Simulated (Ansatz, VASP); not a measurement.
## LiF: VASP beside Ansatz

INCAR

```
  ALGO = Normal
  EDIFF = 1E-6
  ENCUT = 520
  GGA = PE
  ISIF = 2
  ISMEAR = 0
  LASPH = True
  LCHARG = False
  LREAL = False
  LWAVE = False
  NBANDS = 18
  NELM = 100
  PREC = Accurate
  SIGMA = 0.01
```

The input KPOINTS:

```
k-points
0
Gamma
  12 12 6
```

Contents of POSCAR:

```
LiF
1.0
    3.2800798956      0.0000000000      0.0000000000
   -1.6400399478      2.8406325161      0.0000000000
    0.0000000000      0.0000000000      3.9995958192
Li F
2 2
Direct
    0.3333333333      0.6666666667      0.2500000000
    0.6666666667      0.3333333333      0.7500000000
    0.6666666667      0.3333333333      0.2500000000
    0.3333333333      0.6666666667      0.7500000000
```

Input for Ansatz:

```yaml
crystal:
  lattice:
    - [3.2800798956, 0.0, 0.0]
    - [-1.6400399478, 2.8406325161, 0.0]
    - [0.0, 0.0, 3.9995958192]
  atoms:
    - { symbol: Li, position: [0.3333333333, 0.6666666667, 0.25] }
    - { symbol: Li, position: [0.6666666667, 0.3333333333, 0.75] }
    - { symbol: F, position: [0.6666666667, 0.3333333333, 0.25] }
    - { symbol: F, position: [0.3333333333, 0.6666666667, 0.75] }
kpoints:
  mp_grid: { grid: [12, 12, 6] }
  band_path:
    path:
      - [0.0, 0.0, 0.0]
      - [0.5, 0.0, 0.0]
      - [0.3333333333, 0.3333333333, 0.0]
      - [0.0, 0.0, 0.5]
      - [0.5, 0.0, 0.5]
      - [0.3333333333, 0.3333333333, 0.5]
    npoints: 1
hamiltonian:
  xc: pbe
scf:
  occupations: { method: fixed }
  n_extra_bands: 5
output:
  forces: true
  stress: true
  eigenvalues: true
```

Alike in both runs: task single point; functional PBE; k mesh 12 × 12 × 6; no spin polarisation.

|  | VASP | Ansatz |
| --- | --- | --- |
| version | VASP 6.6.1 | Ansatz 0.2.0 |
| potentials or method | VASP PAW PBE potentials, release 64 (Li_sv, F) | plane waves, PAW |
| plane-wave cutoff (eV) | 520 | 420 |
| occupations | gaussian, width 0.01 eV | fixed |
| valence electrons in the cell | 20 | 20 |

|  | VASP | Ansatz | Ansatz less VASP |
| --- | --- | --- | --- |
| gap on the k mesh at the Fermi level (eV) | 7.82 | 7.82 | +0.008 |

Noted on VASP's run: the cutoff is short for stress, so the pressure is rough.
